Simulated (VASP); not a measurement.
Runs of VASP 6.6.1 on Ni. The structure is that of space group Fm-3m (No. 225), or close to it. The cells are those of the table. 

| task | level | cell | cutoff (eV) | gap on the mesh (eV) | pressure (GPa) | moment (μB) | relaxed volume (Å³/atom) |
| --- | --- | --- | --- | --- | --- | --- | --- |
| relaxation of cell and atoms | revPBE+D3(BJ) | relaxed from a = 2.492 Å, angles 60.0°, 1 atom | 600 | none | 0.0 | 0.57 | 10.36 |
| single point | r2SCAN+rVV10 | a = 2.452 Å, angles 60.0°, 1 atom | 520 | none | (a) | 0.75 | - |
| single point | revPBE+D3(BJ) | a = 2.447 Å, angles 60.0°, 1 atom | 520 | none | (b) | 0.57 | - |
| relaxation of cell and atoms | r2SCAN+rVV10 | relaxed from a = 2.492 Å, angles 60.0°, 1 atom | 600 | none | -0.2 | 0.75 | 10.45 |
| relaxation of cell and atoms | PBE | relaxed from a = 2.492 Å, angles 60.0°, 1 atom | 600 | none | 0.0 | 0.58 | 10.86 |

Alike in all rows: potentials or basis VASP PAW PBE potentials, release 64 (Ni); spin collinear, ferromagnetic start; k mesh 14 × 14 × 14; smearing methfessel-paxton 0.1 eV.

Task: Estimate the missing entries.

Result: (a) 0.8; (b) -0.1.

Caveats: the PAW data sets were made with another functional, which shifts forces and pressure a little (at least some runs).

A gap of «none» marks levels without a gap at the run's occupations.
